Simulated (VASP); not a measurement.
The system is BN.

```
B N
1.0
     1.25112    0.72234    3.37293
    -1.25112    0.72234    3.37293
     0.00000   -1.44467    3.37293
B N
1 1
Direct
  0.99967 0.99967 0.99967
  0.33276 0.33276 0.33276
```

Program: VASP 6.6.1. Alike in all runs: task single point; no spin polarisation; cell as given; k mesh 10 × 10 × 10; cutoff (eV) 520; smearing fermi-dirac 0.1 eV.

Question: Order these runs on this cell by their pressure, lowest first.
A. level BLYP; potentials or basis VASP PAW PBE potentials, release 64 (B, N)
B. level LDA; potentials or basis VASP PAW LDA potentials, release 64 (B, N)
C. level PBEsol; potentials or basis VASP PAW PBE potentials, release 64 (B, N)

Answer: B (-3.8 GPa), C (1.0 GPa), A (5.5 GPa).

Caveats: the PAW data sets were made with another functional, which shifts forces and pressure a little (some runs).
